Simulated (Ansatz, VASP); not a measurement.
# SiTe in VASP and in Ansatz

The input INCAR:

```
SYSTEM = SiTe
  ALGO = Normal
  EDIFF = 1E-6
  ENCUT = 520
  GGA = PE
  ISIF = 2
  ISMEAR = -1
  LASPH = .True.
  LCHARG = .True.
  LELF = .True.
  LREAL = .False.
  LVHAR = .True.
  LWAVE = .False.
  NBANDS = 12
  NELM = 60
  PREC = Accurate
  SIGMA = 0.05
```

Contents of KPOINTS:

```
k-points
0
Gamma
  7 7 7
  0 0 0
```

POSCAR

```
SiTe
1.0
    3.7679526000      0.0000000000      0.0000000000
    0.0000000000      3.7679526000      0.0000000000
    0.0000000000      0.0000000000      3.7679526000
Si Te
1 1
Direct
    0.0000000000      0.0000000000      0.0000000000
    0.5000000000      0.5000000000      0.5000000000
```

input.yaml

```yaml
crystal:
  lattice:
    - [3.7679526, 0.0, 0.0]
    - [0.0, 3.7679526, 0.0]
    - [0.0, 0.0, 3.7679526]
  atoms:
    - { symbol: Si, position: [0.0, 0.0, 0.0] }
    - { symbol: Te, position: [0.5, 0.5, 0.5] }
kpoints:
  mp_grid: { grid: [7, 7, 7] }
scf:
  occupations: { method: fermi_dirac, width: 0.05 }
hamiltonian:
  xc: pbe
  pseudopotentials: { kind: all_electron, lapw: { basis_error: 0.0005 } }
output:
  forces: true
  stress: true
  eigenvalues: true
```

Alike in both runs: task single point; functional PBE; k mesh 7 × 7 × 7; occupations fermi-dirac, width 0.05 eV; no spin polarisation.

```csv
,VASP,Ansatz
version,VASP 6.6.1,Ansatz 0.2.0
potentials or method,"VASP PAW PBE potentials, release 64 (Si, Te), cutoff 520 eV","all-electron LAPW, scalar-relativistic"
```

|  | VASP | Ansatz | Ansatz less VASP |
| --- | --- | --- | --- |
| gap on the k mesh at the Fermi level (eV) | none | none | - |
| pressure (GPa) | -7.1 | -7.1 | +0.04 |

A gap of «none» marks a metal or a gap that the smearing closes. Ansatz ran all-electron here, and VASP with PAW potentials.

Neither program's run includes spin-orbit coupling.
